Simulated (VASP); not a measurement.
# HfN (Fm-3m) in VASP: a series of runs

HfN is run at these levels: PBE+D3(BJ); tasks: single point.

Program: VASP 6.6.1. These are calculated values, not measurements. Logs are shortened: lines on timing, memory, paths and dates and some standing lists are left out, and cuts for length are marked.

## Step 1: The cell of the first run

It takes space group Fm-3m (No. 225, cubic). The conventional cell has a = 4.518 Å, b = 4.518 Å, c = 4.518 Å, α = 90.00°, β = 90.00°, γ = 90.00°. Within 3.0 Å of Hf (site symmetry m-3m) lie 6 N at 2.26 Å. N (site symmetry m-3m) has 6 Hf at 2.26 Å within 3.0 Å.

## Step 2: Single point, PBE+D3(BJ)

Contents of INCAR:

```
PREC = Accurate ; ENCUT = 520
EDIFF = 1E-6 ; ISMEAR = 0
SIGMA = 0.05 ; LREAL = F
LASPH = T ; NELM = 80
ALGO = Normal ; ISIF = 2
LWAVE = F ; LCHARG = F
GGA = PE ; IVDW = 12
NBANDS = 14
```

Contents of KPOINTS:

```
regular mesh
0
Gamma
  10 10 10
```

Contents of POSCAR:

```
HfN
1.0
    0.0000000000      2.2590026142      2.2590026142
    2.2590026142      0.0000000000      2.2590026142
    2.2590026142      2.2590026142      0.0000000000
Hf N
1 1
Direct
    0.5000000000      0.5000000000      0.5000000000
    0.0000000000      0.0000000000      0.0000000000
```

Potentials or basis: VASP PAW PBE potentials, release 64 (Hf_pv, N).

Started as:

```bash
> cat potpaw_PBE.64/Hf_pv/POTCAR potpaw_PBE.64/N/POTCAR > POTCAR
> mpirun -np 1 vasp_std > vasp.out
```

OUTCAR:

```text
PREC = Accurate
   ENCUT = 520
   EDIFF = 1E-6
   ISMEAR = 0
   LREAL = F
   LASPH = T
   NELM = 80
   ISIF = 2
   GGA = PE
   IVDW = 12
 IVDW          = 12

 ion  position               nearest neighbor table
   1  0.500  0.500  0.500-   2 2.26   2 2.26   2 2.26   2 2.26   2 2.26   2 2.26
   2  0.000  0.000  0.000-   1 2.26   1 2.26   1 2.26   1 2.26   1 2.26   1 2.26

  LATTYP: Found a face centered cubic cell.
 ALAT       =     4.5180052284

  Lattice vectors:

 A1 = (   0.0000000000,   2.2590026142,   2.2590026142)
 A2 = (   2.2590026142,   0.0000000000,   2.2590026142)
 A3 = (   2.2590026142,   2.2590026142,   0.0000000000)

Analysis of symmetry for initial positions (statically):
=====================================================================
 Subroutine PRICEL returns:
 Original cell was already a primitive cell.

 Routine SETGRP: Setting up the symmetry group for a
 face centered cubic supercell.

 Subroutine GETGRP returns: Found 48 space group operations
 (whereof 48 operations were pure point group operations)
 out of a pool of 48 trial point group operations.

The static configuration has the point symmetry O_h .

Analysis of symmetry for dynamics (positions and initial velocities):
=====================================================================
 Subroutine PRICEL returns:
 Original cell was already a primitive cell.

 Routine SETGRP: Setting up the symmetry group for a
 face centered cubic supercell.

 Subroutine GETGRP returns: Found 48 space group operations
 (whereof 48 operations were pure point group operations)
 out of a pool of 48 trial point group operations.

The dynamic configuration has the point symmetry O_h .

 Subroutine INISYM returns: Found 48 space group operations
 (whereof 48 operations are pure point group operations),
 and found     1 'primitive' translations

----------------------------------------------------------------------------------------

                                     Primitive cell

  volume of cell :      23.0558

  direct lattice vectors                    reciprocal lattice vectors
     0.000000000  2.259002614  2.259002614    -0.221336619  0.221336619  0.221336619
     2.259002614  0.000000000  2.259002614     0.221336619 -0.221336619  0.221336619
     2.259002614  2.259002614  0.000000000     0.221336619  0.221336619 -0.221336619

  length of vectors
     3.194712134  3.194712134  3.194712134     0.383366269  0.383366269  0.383366269

  position of ions in fractional coordinates (direct lattice)
[... 90 lines left out ...]
   NELECT =      15.0000    total number of electrons
   NUPDOWN=      -1.0000    fix difference up-down
   EMIN   =  10.00;   EMAX   =-10.00  energy-range for DOS
   EFERMI =   0.00;   METHOD = LEGACY
   ISMEAR =     0;   SIGMA  =   0.05  broadening in eV -4-tet -1-fermi 0-gaus
   EFERMI_NEDOS =   21; number of points for ismear=-14 and -15
   IALGO  =     38    algorithm
   IMIX   =      4    mixing-type and parameters
     AMIX     =   0.40;   BMIX     =  1.00
     AMIX_MAG =   1.60;   BMIX_MAG =  1.00
  volume/ion in A,a.u.               =      11.53        77.79
  Fermi-wavevector in a.u.,A,eV,Ry     =   1.418552  2.680674 27.378855  2.012289
  Thomas-Fermi vector in A             =   2.539665
   LORBIT       =      0    0 simple, 1 ext, 2 COOP (PROOUT), +10 PAW based schemes
   GGA     = PE    functional components
   LHFCALC =     F    Hartree Fock is set to
   AEXX    =    0.0000 exact exchange contribution
   IVDW    =    12    specifies the selected vdW correction
   LEPSILON=     F    determine dielectric tensor
   LRPA    =     F    only Hartree local field effects (RPA)
 non-spin polarized calculation
 Gauss-broadening in eV      SIGMA  =   0.05
  energy-cutoff  :      520.00
  volume of cell :       23.06
 maximum number of plane-waves:       636
   NGX = 11   NGY = 11   NGZ = 11

 number of electron      15.0000000 magnetization

 Free energy of the ion-electron system (eV)
  ---------------------------------------------------
  ext. energy  EPLUGINS =         0.00000000
  ---------------------------------------------------
  free energy    TOTEN  =       -21.74776440 eV

  energy without entropy =      -21.74665408  energy(sigma->0) =      -21.74720924

 E-fermi :   8.4203     XC(G=0): -12.7322

 val. band max:        8.3791006377   @ k =  -0.4000   0.3000   0.0000
 cond. band min:       8.4349311880   @ k =  -0.1000   0.1000   0.0000
 fundamental gap:      0.0558305504
 Fermi energy:         8.4203238336

 k-point     1 :       0.0000    0.0000    0.0000
  band No.  band energies     occupation
      1     -22.7618      2.00000
      2     -22.7618      2.00000
      3     -22.7618      2.00000
      4      -9.1299      2.00000
      5       5.3507      2.00000
      6       5.3507      2.00000
      7       5.3507      2.00000
      8       8.0408      2.00000
      9       8.0408      2.00000
     10       8.0408      2.00000
     11      10.1795      0.00000
     12      10.3567      0.00000
     13      10.3567      0.00000
     14      17.9511      0.00000
[... 377 lines left out ...]
      1     -23.4343      2.00000
      2     -23.0251      2.00000
      3     -22.9962      2.00000
      4      -7.7364      2.00000
      5       1.7784      2.00000
      6       3.7688      2.00000
      7       4.2497      2.00000
      8       5.9126      2.00000
      9      12.4712      0.00000
     10      12.9558      0.00000
     11      13.1313      0.00000
     12      13.1964      0.00000
     13      17.5316      0.00000
     14      19.7206      0.00000

 [... further k-points ...]

------------------------ aborting loop because EDIFF is reached ----------------------------------------

 Edisp (eV)   -0.77238

 E8    (eV) :    -0.3623

  FORCE on cell =-STRESS in cart. coord.  units (eV):
  Direction    XX          YY          ZZ          XY          YZ          ZX
  --------------------------------------------------------------------------------------
  -------------------------------------------------------------------------------------
  Total      -0.37005    -0.37005    -0.37005     0.00000    -0.00000     0.00000
  in kB     -25.71513   -25.71513   -25.71513     0.00000    -0.00000     0.00000
  external pressure =      -25.72 kB  Pullay stress =        0.00 kB

 VOLUME and BASIS-vectors are now :
 -----------------------------------------------------------------------------
  energy-cutoff  :      520.00
  volume of cell :       23.06
      direct lattice vectors                 reciprocal lattice vectors
     0.000000000  2.259002614  2.259002614    -0.221336619  0.221336619  0.221336619
     2.259002614  0.000000000  2.259002614     0.221336619 -0.221336619  0.221336619
     2.259002614  2.259002614  0.000000000     0.221336619  0.221336619 -0.221336619

 POSITION                                       TOTAL-FORCE (eV/Angst)
 -----------------------------------------------------------------------------------
      2.25900      2.25900      2.25900         0.000000     -0.000000      0.000000
      0.00000      0.00000      0.00000        -0.000000      0.000000     -0.000000
 -----------------------------------------------------------------------------------
    total drift:                                0.000000     -0.000000     -0.000000

  FREE ENERGIE OF THE ION-ELECTRON SYSTEM (eV)
  ---------------------------------------------------
  free  energy   TOTEN  =       -22.5201420325 eV

  energy  without entropy=      -22.5190317212  energy(sigma->0) =      -22.51958688
```

OSZICAR:

```text
N       E                     dE             d eps       ncg     rms          rms(c)
DAV:   1     0.326765121868E+02    0.32677E+02   -0.77914E+03  1324   0.102E+03
DAV:   2    -0.229383928657E+02   -0.55615E+02   -0.51683E+02  1718   0.230E+02
DAV:   3    -0.247495284244E+02   -0.18111E+01   -0.18072E+01  1526   0.327E+01
DAV:   4    -0.247560371417E+02   -0.65087E-02   -0.65078E-02  1544   0.225E+00
DAV:   5    -0.247560810445E+02   -0.43903E-04   -0.43901E-04  1562   0.166E-01    0.490E+01
DAV:   6    -0.218545369779E+02    0.29015E+01   -0.82558E+00  1430   0.221E+01    0.417E+01
DAV:   7    -0.217754991693E+02    0.79038E-01   -0.45613E-01  1634   0.603E+00    0.266E+01
DAV:   8    -0.217532042519E+02    0.22295E-01   -0.10567E-01  1508   0.284E+00    0.606E+00
DAV:   9    -0.217478291869E+02    0.53751E-02   -0.13268E-02  1538   0.955E-01    0.194E+00
DAV:  10    -0.217477951677E+02    0.34019E-04   -0.85702E-04  1724   0.282E-01    0.440E-01
DAV:  11    -0.217477663003E+02    0.28867E-04   -0.59016E-05  1628   0.757E-02    0.108E-01
DAV:  12    -0.217477645252E+02    0.17751E-05   -0.69751E-06  1750   0.223E-02    0.128E-02
DAV:  13    -0.217477643960E+02    0.12921E-06   -0.16136E-07   856   0.411E-03
   1 F= -.22520142E+02 E0= -.22519587E+02  d E =-.111031E-02
```

stdout:

```text
POSCAR found type information on POSCAR HfN
 POSCAR found :  2 types and       2 ions
 scaLAPACK will be used
 LDA part: xc-table for (Slater+PW92), standard interpolation
 POSCAR, INCAR and KPOINTS ok, starting setup
 FFT: planning ... GRIDC
 FFT: planning ... GRID_SOFT
 FFT: planning ... GRID
 WAVECAR not read
 entering main loop
```

Run time: 20 s. Hardware: 1 thread of Intel Xeon 8259CL, shared host; peak memory 0.16 GiB.

Results:

```
Free energy                : -22.5201 eV
Pressure                   : -2.6 GPa
Dispersion energy per atom : -0.386 eV
```

Levels at points of the mesh, in eV from the Fermi level:
```tsv
k point	band 6	band 7	band 8	band 9	band 10	band 11
(0.00, 0.00, 0.00)	-3.07	-3.07	-0.38	-0.38	-0.38	1.76
(0.50, 0.00, 0.00)	-6.22	-6.22	3.24	3.67	3.67	4.39
(0.50, 0.50, 0.00)	-3.84	-3.74	-3.74	4.07	5.49	5.49
```

Caveat: spin-orbit coupling is left out, which moves the levels of the heavy elements; pairwise dispersion overbinds metals, which lowers pressure and volume.

## Step 3: Single point, PBE+D3(BJ)

This run uses another cell than the first one, of 11.48 Å³/atom, 0.996 times its volume.

Contents of INCAR:

```
SYSTEM = HfN
PREC = Accurate
ENCUT = 520
EDIFF = 1E-7
ISMEAR = 0
SIGMA = 0.05
LREAL = .FALSE.
LASPH = .TRUE.
NELM = 80
ALGO = Normal
ISIF = 2
LWAVE = .FALSE.
LCHARG = .FALSE.
GGA = PE
IVDW = 12
NBANDS = 14
```

Contents of KPOINTS:

```
regular mesh
0
G
  10 10 10
  0 0 0
```

Contents of POSCAR:

```
HfN
1.0
    0.0000000000      2.2559865858      2.2559865858
    2.2559865858      0.0000000000      2.2559865858
    2.2559865858      2.2559865858      0.0000000000
Hf N
1 1
Direct
    0.5000000000      0.5000000000      0.5000000000
    0.0000000000      0.0000000000      0.0000000000
```

Potentials or basis: VASP PAW PBE potentials, release 64 (Hf_pv, N).

Started as:

```bash
> cat potpaw_PBE.64/Hf_pv/POTCAR potpaw_PBE.64/N/POTCAR > POTCAR
> mpirun -np 1 vasp_std > vasp.out
```

It took 20 s on 1 thread of Intel Xeon 8259CL, shared host; peak memory 0.16 GiB.

The run converged. Its results:

```yaml
Free_energy: -22.5213 eV
Pressure: -1.5 GPa
Dispersion_energy_per_atom: -0.388 eV
```

Levels at points of the mesh, in eV from the Fermi level:
| k point | band 6 | band 7 | band 8 | band 9 | band 10 | band 11 |
| --- | --- | --- | --- | --- | --- | --- |
| (0.00, 0.00, 0.00) | -3.07 | -3.07 | -0.38 | -0.38 | -0.38 | 1.80 |
| (0.50, 0.00, 0.00) | -6.24 | -6.24 | 3.26 | 3.69 | 3.69 | 4.41 |
| (0.50, 0.50, 0.00) | -3.86 | -3.74 | -3.74 | 4.09 | 5.52 | 5.52 |

Caveat: spin-orbit coupling is left out, which moves the levels of the heavy elements; pairwise dispersion overbinds metals, which lowers pressure and volume.
